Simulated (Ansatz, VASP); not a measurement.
**One calculation of In, two programs**

```
CELL_PARAMETERS angstrom
-1.59206 1.59206 2.38633
1.59206 -1.59206 2.38633
1.59206 1.59206 -2.38633
ATOMIC_POSITIONS crystal
In 0.00000 0.00000 0.00000
```

Alike in both runs: task single point; functional PBE; k mesh 20 × 20 × 20; occupations gaussian, width 0.15 eV; no spin polarisation.

|  | VASP | Ansatz |
| --- | --- | --- |
| version | VASP 6.6.1 | Ansatz 0.2.0 |
| potentials or method | VASP PAW PBE potentials, release 64 (In_d), cutoff 520 eV | scalar-relativistic, plane waves, PAW |
| valence electrons in the cell | 13 | 13 |

|  | VASP | Ansatz | Ansatz less VASP |
| --- | --- | --- | --- |
| gap on the k mesh at the Fermi level (eV) | none | none | - |
| pressure (GPa) | 6.3 | 6.3 | +0.04 |
| traceless stress, the component that is largest in VASP (GPa) | -0.12 | -0.12 | +0.002 |

A gap of «none» marks a metal or a gap that the smearing closes. With one functional, cell and mesh, what is left measures potentials, basis and numerics.
